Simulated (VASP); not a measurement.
# Ni: single point with PBE

The system is Ni.

```
Ni
1.0
    -1.77210   -1.77210   -3.54420
     1.77210   -1.77210    0.00000
    -1.77210   -1.77210    0.00000
Ni
2
Direct
  0.00000 0.00000 0.00000
  0.50000 0.50000 0.00000
```

```yaml
Program: VASP 6.6.1
Task: single point
Functional: PBE
Potentials_or_basis: VASP PAW PBE potentials, release 64 (Ni)
Cutoff: 520 eV
k_mesh: 8 × 11 × 13
Occupations: fermi-dirac, width 0.05 eV
Spin: collinear spin, antiferromagnetic start
Starting_moments: "[2.0, -2.0] μB"
Dipole_correction: no
Further_INCAR_settings: ALGO = Normal; EDIFF = 1e-06; NBANDS = 21; ISYM = 0
```

| Item | Value |
| --- | --- |
| Pressure | -4.9 GPa |
| Band gap on the k mesh | zero (filled and empty bands overlap) |
| Net moment | 0.00 μB per cell |
| Site moments | Ni +0.12, -0.12 μB |
| Valence electrons inside the program's atomic spheres | Ni 9.27 |

Stress tensor (GPa, compression positive):
```
-4.85 -0.11 -0.01
-0.11 -4.85 -0.01
-0.01 -0.01 -5.11
```

Levels at points of the mesh, in eV from the Fermi level:
Spin up:
```tsv
k point	band 6	band 7	band 8	band 9	band 10	band 11	band 12	band 13	band 14	band 15
(0.00, 0.00, 0.00)	-1.78	-0.73	-0.73	-0.03	0.16	0.16	2.60	9.34	14.81	14.81
(0.50, 0.00, 0.00)	-1.29	-1.01	-1.01	-0.92	-0.91	-0.42	-0.35	19.19	19.19	19.20
```
Spin down:
```
           k point  band 7  band 8  band 9  band 10  band 11  band 12  band 13  band 14
(0.00, 0.00, 0.00)   -0.73   -0.73   -0.03     0.16     0.16     2.60     9.34    14.81
(0.50, 0.00, 0.00)   -1.01   -1.01   -0.92    -0.91    -0.42    -0.35    19.19    19.19
```

Run time: 3.3 min on 1 thread of Intel(R) Xeon(R) 6975P-C (Granite Rapids), with other jobs on the host, peak memory 0.44 GiB.

Caveat: the cell stands under tension.
